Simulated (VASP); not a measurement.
# BP (F-43m) in VASP: notebook

Aim: see how the results for BP move with the level of theory and the settings. Levels: PBE, PBEsol. Tasks: single point.

Everything below comes from runs of VASP 6.6.1. Logs are shortened: lines on timing, memory, paths and dates and some standing lists are left out, and cuts for length are marked.

**1. The cell of the first run**

The structure is cubic, space group F-43m (No. 216). Conventional cell: a = 4.538 Å, b = 4.538 Å, c = 4.538 Å, α = 90.00°, β = 90.00°, γ = 90.00°. Within 2.6 Å of P (site symmetry -43m) lie 4 B at 1.97 Å. B (site symmetry -43m) has 4 P at 1.97 Å within 2.6 Å.

**2. Single point, PBE**

Contents of INCAR:

```
SYSTEM = BP
ALGO     = Normal         ! electronic algorithm
EDIFF    = 1E-7           ! SCF threshold, eV
ENCUT    = 520            ! plane-wave cutoff, eV
GGA      = PE             ! functional
ISIF     = 2              ! what is computed and relaxed
ISMEAR   = -1             ! smearing method
LASPH    = .TRUE.         ! aspherical terms in the spheres
LCHARG   = .FALSE.        ! write CHGCAR
LREAL    = .FALSE.        ! projectors in reciprocal space
LWAVE    = .FALSE.        ! write WAVECAR
NBANDS   = 11             ! bands
NELM     = 60             ! most SCF steps
PREC     = Accurate       ! precision mode
SIGMA    = 0.04           ! smearing width, eV
```

Contents of KPOINTS:

```
k-points
0
G
  6 6 6
  0 0 0
```

Contents of POSCAR:

```
BP
1.0
    0.0000000000      2.2690000000      2.2690000000
    2.2690000000      0.0000000000      2.2690000000
    2.2690000000      2.2690000000      0.0000000000
P B
1 1
Direct
    0.7500000000      0.7500000000      0.7500000000
    0.0000000000      0.0000000000      0.0000000000
```

Potentials or basis: VASP PAW PBE potentials, release 64 (P, B).

Run with:

```bash
$ cat potpaw_PBE.64/P/POTCAR potpaw_PBE.64/B/POTCAR > POTCAR
$ mpirun -np 1 vasp_std > vasp.out
```

OUTCAR:

```text
SYSTEM = BP
   EDIFF = 1E-7
   ENCUT = 520
   GGA = PE
   ISIF = 2
   ISMEAR = -1
   LASPH = .TRUE.
   LREAL = .FALSE.
   NELM = 60
   PREC = Accurate

 ion  position               nearest neighbor table
   1  0.750  0.750  0.750-   2 1.97   2 1.97   2 1.97   2 1.97
   2  0.000  0.000  0.000-   1 1.97   1 1.97   1 1.97   1 1.97

  LATTYP: Found a face centered cubic cell.
 ALAT       =     4.5380000000

  Lattice vectors:

 A1 = (   0.0000000000,   2.2690000000,   2.2690000000)
 A2 = (   2.2690000000,   0.0000000000,   2.2690000000)
 A3 = (   2.2690000000,   2.2690000000,   0.0000000000)

Analysis of symmetry for initial positions (statically):
=====================================================================
 Subroutine PRICEL returns:
 Original cell was already a primitive cell.

 Routine SETGRP: Setting up the symmetry group for a
 face centered cubic supercell.

 Subroutine GETGRP returns: Found 24 space group operations
 (whereof 24 operations were pure point group operations)
 out of a pool of 48 trial point group operations.

The static configuration has the point symmetry T_d .

Analysis of symmetry for dynamics (positions and initial velocities):
=====================================================================
 Subroutine PRICEL returns:
 Original cell was already a primitive cell.

 Routine SETGRP: Setting up the symmetry group for a
 face centered cubic supercell.

 Subroutine GETGRP returns: Found 24 space group operations
 (whereof 24 operations were pure point group operations)
 out of a pool of 48 trial point group operations.

The dynamic configuration has the point symmetry T_d .

 Subroutine INISYM returns: Found 24 space group operations
 (whereof 24 operations are pure point group operations),
 and found     1 'primitive' translations

----------------------------------------------------------------------------------------

                                     Primitive cell

  volume of cell :      23.3633

  direct lattice vectors                    reciprocal lattice vectors
     0.000000000  2.269000000  2.269000000    -0.220361393  0.220361393  0.220361393
     2.269000000  0.000000000  2.269000000     0.220361393 -0.220361393  0.220361393
     2.269000000  2.269000000  0.000000000     0.220361393  0.220361393 -0.220361393

  length of vectors
     3.208850573  3.208850573  3.208850573     0.381677128  0.381677128  0.381677128

[... 77 lines left out ...]
   ISIF   =      2    stress and relaxation
   ISYM   =      2    0-nonsym 1-usesym 2-fastsym
   POTIM  = 0.5000    time-step for ionic-motion
   TEBEG  =    0.0;   TEEND  =   0.0 temperature during run
   PSTRESS=    0.0 pullay stress
   NELECT =       8.0000    total number of electrons
   NUPDOWN=      -1.0000    fix difference up-down
   EMIN   =  10.00;   EMAX   =-10.00  energy-range for DOS
   EFERMI =   0.00;   METHOD = LEGACY
   ISMEAR =    -1;   SIGMA  =   0.04  broadening in eV -4-tet -1-fermi 0-gaus
   EFERMI_NEDOS =   21; number of points for ismear=-14 and -15
   IALGO  =     38    algorithm
   IMIX   =      4    mixing-type and parameters
     AMIX     =   0.40;   BMIX     =  1.00
     AMIX_MAG =   1.60;   BMIX_MAG =  1.00
  volume/ion in A,a.u.               =      11.68        78.83
  Fermi-wavevector in a.u.,A,eV,Ry     =   1.145320  2.164342 17.847562  1.311759
  Thomas-Fermi vector in A             =   2.282009
   LORBIT       =      0    0 simple, 1 ext, 2 COOP (PROOUT), +10 PAW based schemes
   GGA     = PE    functional components
   LHFCALC =     F    Hartree Fock is set to
   AEXX    =    0.0000 exact exchange contribution
   IVDW    =     0    specifies the selected vdW correction
   LEPSILON=     F    determine dielectric tensor
   LRPA    =     F    only Hartree local field effects (RPA)
 non-spin polarized calculation
  energy-cutoff  :      520.00
  volume of cell :       23.36
 maximum number of plane-waves:       636
   NGX = 11   NGY = 11   NGZ = 11

 number of electron       8.0000000 magnetization

 Free energy of the ion-electron system (eV)
  ---------------------------------------------------
  ext. energy  EPLUGINS =         0.00000000
  ---------------------------------------------------
  free energy    TOTEN  =       -12.91332670 eV

  energy without entropy =      -12.91332670  energy(sigma->0) =      -12.91332670

 E-fermi :   8.0947     XC(G=0): -10.9043

 val. band max:        7.4390676074   @ k =   0.0000   0.0000   0.0000
 cond. band min:       8.7680399725   @ k =   0.5000   0.5000   0.0000
 fundamental gap:      1.3289723651
 Fermi energy:         8.0947442971

 k-point     1 :       0.0000    0.0000    0.0000
  band No.  band energies     occupation
      1      -8.0235      2.00000
      2       7.4391      2.00000
      3       7.4391      2.00000
      4       7.4391      2.00000
      5      10.8370      0.00000
      6      10.8370      0.00000
      7      10.8370      0.00000
      8      14.8135      0.00000
      9      18.9502      0.00000
     10      19.5638      0.00000
     11      19.5638      0.00000
[... 197 lines left out ...]
 k-point    16 :      -0.3333    0.5000    0.1667
  band No.  band energies     occupation
      1      -2.9693      2.00000
      2      -0.7858      2.00000
      3       2.1367      2.00000
      4       2.2604      2.00000
      5      11.2697      0.00000
      6      11.8871      0.00000
      7      16.5645      0.00000
      8      17.2185      0.00000
      9      20.3812      0.00000
     10      23.6354      0.00000
     11      23.9145      0.00000

------------------------ aborting loop because EDIFF is reached ----------------------------------------

  FORCE on cell =-STRESS in cart. coord.  units (eV):
  Direction    XX          YY          ZZ          XY          YZ          ZX
  --------------------------------------------------------------------------------------
  -------------------------------------------------------------------------------------
  Total        0.1502299      0.1502299      0.1502299     -0.0000000     -0.0000000      0.0000000
  in kB       10.3022841     10.3022841     10.3022841     -0.0000000     -0.0000000      0.0000000
  external PRESSURE =      10.3022841 kB  Pullay stress =       0.0000000 kB

 VOLUME and BASIS-vectors are now :
 -----------------------------------------------------------------------------
  energy-cutoff  :      520.00
  volume of cell :       23.36
      direct lattice vectors                 reciprocal lattice vectors
     0.000000000  2.269000000  2.269000000    -0.220361393  0.220361393  0.220361393
     2.269000000  0.000000000  2.269000000     0.220361393 -0.220361393  0.220361393
     2.269000000  2.269000000  0.000000000     0.220361393  0.220361393 -0.220361393

 POSITION                                       TOTAL-FORCE (eV/Angst)
 -----------------------------------------------------------------------------------
      3.40350      3.40350      3.40350         0.000000      0.000000      0.000000
      0.00000      0.00000      0.00000        -0.000000     -0.000000     -0.000000
 -----------------------------------------------------------------------------------
    total drift:                               -0.000000     -0.000000     -0.000000

  FREE ENERGIE OF THE ION-ELECTRON SYSTEM (eV)
  ---------------------------------------------------
  free  energy   TOTEN  =       -12.9133267017 eV

  energy  without entropy=      -12.9133266986  energy(sigma->0) =      -12.91332670
```

stdout:

```text
POSCAR found type information on POSCAR P B
 POSCAR found :  2 types and       2 ions
 scaLAPACK will be used
 LDA part: xc-table for (Slater+PW92), standard interpolation
 POSCAR, INCAR and KPOINTS ok, starting setup
 FFT: planning ... GRIDC
 FFT: planning ... GRID_SOFT
 FFT: planning ... GRID
 WAVECAR not read
 entering main loop
```

Run time: 2.9 s. Hardware: 1 thread of Intel Xeon Platinum 8488C (Sapphire Rapids), shared host; peak memory 0.13 GiB.

Results:

```
Free energy            : -12.9133 eV
Pressure               : 1.0 GPa
Band gap on the k mesh : 1.33 eV, indirect (least direct gap 3.40 eV)
```

Levels at points of the mesh, in eV from the valence-band top:
```
           k point  band 2  band 3  band 4  band 5  band 6  band 7
(0.00, 0.00, 0.00)    0.00    0.00    0.00    3.40    3.40    3.40
(0.50, 0.00, 0.00)   -9.04   -1.76   -1.76    3.78    4.71    4.71
(0.50, 0.50, 0.00)   -8.58   -4.12   -4.12    1.33    1.66   12.12
```

A k mesh can miss the band edges.

**3. Single point, PBEsol**

Contents of INCAR:

```
PREC = Accurate
ENCUT = 520
EDIFF = 1E-6
ISMEAR = -1
SIGMA = 0.05
LREAL = F
LASPH = T
NELM = 60
ALGO = Normal
ISIF = 2
LWAVE = F
LCHARG = F
GGA = PS
NBANDS = 11
```

Contents of KPOINTS:

```
Automatic mesh
0
Gamma
  8 8 8
```

POSCAR is that of step 2.

Potentials or basis: VASP PAW PBE potentials, release 64 (P, B).

Run with:

```bash
$ cat potpaw_PBE.64/P/POTCAR potpaw_PBE.64/B/POTCAR > POTCAR
$ mpirun -np 1 vasp_std > vasp.out
```

Wall time 4.3 s (1 thread of Intel Xeon Platinum 8375C at 2.90GHz (Ice Lake), shared host); peak memory 0.13 GiB.

Results (log left out):

```yaml
Free_energy: -13.6702 eV
Pressure: -1.8 GPa
Band_gap_on_the_k_mesh: 1.16 eV, indirect (least direct gap 3.36 eV)
```

Levels at points of the mesh, in eV from the valence-band top:
```csv
k point,band 1,band 2,band 3,band 4,band 5,band 6,band 7,band 8
"(0.00, 0.00, 0.00)",-15.50,0.00,0.00,0.00,3.36,3.36,3.36,7.34
"(0.50, 0.00, 0.00)",-12.15,-9.10,-1.77,-1.77,3.73,4.65,4.65,9.93
"(0.50, 0.50, 0.00)",-10.62,-8.60,-4.15,-4.15,1.23,1.52,12.10,12.10
```

Caveat: the PAW data sets were made with another functional, which shifts forces and pressure a little.
